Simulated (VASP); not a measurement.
# Cu (P6_3/mmc) in VASP: a series of runs, part 2 of 2

VASP 6.6.1.

## 3. Single point, HSE06

This run uses another cell than the first one, of 11.21 Å³/atom.

Input file POSCAR:

```
Cu
1.0
    2.5170887971      0.0000000000      0.0000000000
   -1.2585443986      2.1798628419      0.0000000000
    0.0000000000      0.0000000000      4.0849690207
Cu
2
Direct
    0.6666666667      0.3333333333      0.7500000000
    0.3333333333      0.6666666667      0.2500000000
```

Input file INCAR.step1:

```
PREC = Accurate
ENCUT = 520
EDIFF = 1E-5
ISMEAR = -1
SIGMA = 0.05
LREAL = False
LASPH = True
NELM = 60
ALGO = Normal
ISIF = 2
LWAVE = True
LCHARG = False
NBANDS = 18
GGA = PE
```

Input file INCAR.step2:

```
PREC = Accurate
ENCUT = 520
EDIFF = 1E-6
ISMEAR = -1
SIGMA = 0.05
LREAL = False
LASPH = True
NELM = 60
ALGO = Normal
ISIF = 2
LWAVE = False
LCHARG = False
GGA = PE
LHFCALC = True
HFSCREEN = 0.2079
PRECFOCK = Normal
NBANDS = 18
ISTART = 1
```

Input file KPOINTS:

```
regular mesh
0
Gamma
  8 8 4
```

Potentials or basis: VASP PAW PBE potentials, release 64 (Cu).

Run with:

```
$ cat potpaw_PBE.64/Cu/POTCAR > POTCAR
$ cp INCAR.step1 INCAR
$ mpirun -np 1 vasp_std > vasp.out
$ cp INCAR.step2 INCAR
$ mpirun -np 1 vasp_std > vasp.out
```

OUTCAR:

```text
PREC = Accurate
   ENCUT = 520
   EDIFF = 1E-6
   ISMEAR = -1
   LREAL = False
   LASPH = True
   NELM = 60
   ISIF = 2
   GGA = PE
   LHFCALC = True
   HFSCREEN = 0.2079
   PRECFOCK = Normal
   ISTART = 1

 ion  position               nearest neighbor table
   1  0.667  0.333  0.750-   2 2.51   2 2.51   2 2.51   2 2.51   2 2.51   2 2.51
   2  0.333  0.667  0.250-   1 2.51   1 2.51   1 2.51   1 2.51   1 2.51   1 2.51

  LATTYP: Found a hexagonal cell.
 ALAT       =     2.5170887971
 C/A-ratio  =     1.6228942838

  Lattice vectors:

 A1 = (   2.5170887971,   0.0000000000,   0.0000000000)
 A2 = (  -1.2585443986,   2.1798628419,   0.0000000000)
 A3 = (   0.0000000000,   0.0000000000,   4.0849690207)

Analysis of symmetry for initial positions (statically):
=====================================================================
 Subroutine PRICEL returns:
 Original cell was already a primitive cell.

 Routine SETGRP: Setting up the symmetry group for a
 hexagonal supercell.

 Subroutine GETGRP returns: Found 24 space group operations
 (whereof 12 operations were pure point group operations)
 out of a pool of 24 trial point group operations.

The static configuration has the point symmetry D_3d.
 The point group associated with its full space group is D_6h.

Analysis of symmetry for dynamics (positions and initial velocities):
=====================================================================
 Subroutine PRICEL returns:
 Original cell was already a primitive cell.

 Routine SETGRP: Setting up the symmetry group for a
 hexagonal supercell.

 Subroutine GETGRP returns: Found 24 space group operations
 (whereof 12 operations were pure point group operations)
 out of a pool of 24 trial point group operations.

The dynamic configuration has the point symmetry D_3d.
[... 117 lines left out ...]
   IALGO  =     38    algorithm
   IMIX   =      1    mixing-type and parameters
     AMIX     =   0.40;   BMIX     =  1.00
     AMIX_MAG =   1.60;   BMIX_MAG =  1.00
  volume/ion in A,a.u.               =      11.21        75.63
  Fermi-wavevector in a.u.,A,eV,Ry     =   1.626960  3.074509 36.014610  2.646999
  Thomas-Fermi vector in A             =   2.719834
   LORBIT       =      0    0 simple, 1 ext, 2 COOP (PROOUT), +10 PAW based schemes
   GGA     = PE    functional components
   LHFCALC =     T    Hartree Fock is set to
   PRECFOCK=normal    Normal, Fast or Accurate (Low or Medium for compatibility)
   ENCUT4O =  -1.0   cutoff for four orbital integrals eV
   NKREDX  =     1    reduce k-point grid by
   NKREDY  =     1    reduce k-point grid by
   NKREDZ  =     1    reduce k-point grid by
   AEXX    =    0.2500 exact exchange contribution
   HFSCREEN=    0.2079 screening length (either q_TF or 0.3 A-1)
   HFSCREENC=   0.2079 screening length for correlation (either q_TF or 0.3 A-1)
   ENCUTFOCK=  -1.0 apply spherical cutoff to Coloumb kernel
   IVDW    =     0    specifies the selected vdW correction
   LEPSILON=     F    determine dielectric tensor
   LRPA    =     F    only Hartree local field effects (RPA)
 non-spin polarized calculation
  energy-cutoff  :      520.00
  volume of cell :       22.41
 maximum number of plane-waves:       615
 NGX is ok and might be reduce to    20
  NGX = 16; NGY = 16; NGZ = 24

 number of electron      21.9999967 magnetization

 Free energy of the ion-electron system (eV)
  ---------------------------------------------------
  ext. energy  EPLUGINS =         0.00000000
  ---------------------------------------------------
  free energy    TOTEN  =        -7.18324226 eV

  energy without entropy =       -7.17117425  energy(sigma->0) =       -7.17720825

 E-fermi :   7.6402     XC(G=0): -10.5441

 val. band max:        7.6112181217   @ k =   0.1250   0.1250   0.2500
 cond. band min:       7.7016317215   @ k =   0.5000   0.0000   0.2500
 fundamental gap:      0.0904135999
 Fermi energy:         7.6401775338

 k-point     1 :       0.0000    0.0000    0.0000
  band No.  band energies     occupation
      1      -2.7786      2.00000
      2       1.2533      2.00000
      3       3.3838      2.00000
      4       3.4276      2.00000
      5       3.4276      2.00000
      6       3.6664      2.00000
[... 481 lines left out ...]
      5       4.0794      2.00000
      6       4.0794      2.00000
[... 10 lines left out ...]
     17      26.7142      0.00000
     18      26.7142      0.00000

 [... further k-points ...]
[... 5 lines left out ...]
  --------------------------------------------------------------------------------------
  -------------------------------------------------------------------------------------
  Total        1.7238799      1.7238799      1.3236332     -0.0000000     -0.0000000      0.0000000
  in kB      123.2256518    123.2256518     94.6153881     -0.0000000     -0.0000000      0.0000000
  external PRESSURE =     113.6888973 kB  Pullay stress =       0.0000000 kB

 VOLUME and BASIS-vectors are now :
 -----------------------------------------------------------------------------
  energy-cutoff  :      520.00
  volume of cell :       22.41
      direct lattice vectors                 reciprocal lattice vectors
     2.517088797  0.000000000  0.000000000     0.397284355  0.229372229  0.000000000
    -1.258544399  2.179862842  0.000000000     0.000000000  0.458744459  0.000000000
     0.000000000  0.000000000  4.084969021     0.000000000  0.000000000  0.244799898

 POSITION                                       TOTAL-FORCE (eV/Angst)
 -----------------------------------------------------------------------------------
      1.25854      0.72662      3.06373        -0.000000     -0.000000     -0.000000
     -0.00000      1.45324      1.02124         0.000000      0.000000      0.000000
 -----------------------------------------------------------------------------------
    total drift:                                0.000000      0.000000     -0.000000

  FREE ENERGIE OF THE ION-ELECTRON SYSTEM (eV)
  ---------------------------------------------------
  free  energy   TOTEN  =        -7.1832422561 eV

  energy  without entropy=       -7.1711742522  energy(sigma->0) =       -7.17720825
```

OSZICAR.step1:

```text
N       E                     dE             d eps       ncg     rms          rms(c)
DAV:   1     0.118414235014E+03    0.11841E+03   -0.10561E+04  1216   0.222E+03
DAV:   2    -0.305871374550E+01   -0.12147E+03   -0.11520E+03  1084   0.282E+02
DAV:   3    -0.915133398226E+01   -0.60926E+01   -0.58449E+01  1216   0.861E+01
DAV:   4    -0.921587549446E+01   -0.64542E-01   -0.64479E-01  1330   0.966E+00
DAV:   5    -0.921667230311E+01   -0.79681E-03   -0.79677E-03  1344   0.918E-01    0.110E+01
DAV:   6    -0.804180390565E+01    0.11749E+01   -0.10630E+01  1162   0.958E+01    0.522E+00
DAV:   7    -0.738496187769E+01    0.65684E+00   -0.20515E+00  1182   0.387E+01    0.873E-01
DAV:   8    -0.736024903874E+01    0.24713E-01   -0.13421E-02  1270   0.128E+00    0.428E-01
DAV:   9    -0.735687840553E+01    0.33706E-02   -0.44246E-03  1336   0.194E+00    0.208E-02
DAV:  10    -0.735691508822E+01   -0.36683E-04   -0.20023E-04  1172   0.139E-01    0.787E-03
DAV:  11    -0.735691631360E+01   -0.12254E-05   -0.26053E-06   708   0.249E-02
   1 F= -.73569163E+01 E0= -.73506304E+01  d E =-.125718E-01
```

Wall time 84 min (1 thread of Intel Xeon Platinum 8259CL at 2.50GHz (Skylake/Cascade Lake), shared host); peak memory 0.25 GiB.

What came out:

| Item | Value |
| --- | --- |
| Free energy | -7.1832 eV |
| Pressure | 11.4 GPa |
| Band gap on the k mesh | zero (bands 11 and 12 overlap by 7.00 eV) |

Levels at points of the mesh, in eV from the Fermi level:
```tsv
k point	band 7	band 8	band 9	band 10	band 11	band 12	band 13	band 14	band 15	band 16
(0.00, 0.00, 0.00)	-3.97	-3.69	-3.69	-2.70	-2.70	-0.70	5.25	23.24	24.46	24.46
(0.50, 0.00, 0.00)	-3.85	-2.60	-2.57	-2.48	0.08	2.28	9.39	9.99	12.45	13.31
(0.00, 0.00, 0.50)	-4.27	-4.27	-3.02	-3.02	-3.02	-3.02	14.73	14.73	23.99	23.99
(0.50, 0.00, 0.50)	-2.81	-2.81	-2.52	-2.52	0.98	0.98	6.30	6.30	18.37	18.37
```

Caveat: the k points lie up to 0.38 Å⁻¹ apart, too coarse for converged energies and pressures of a metal; the PAW data sets were made with another functional, which shifts forces and pressure a little.
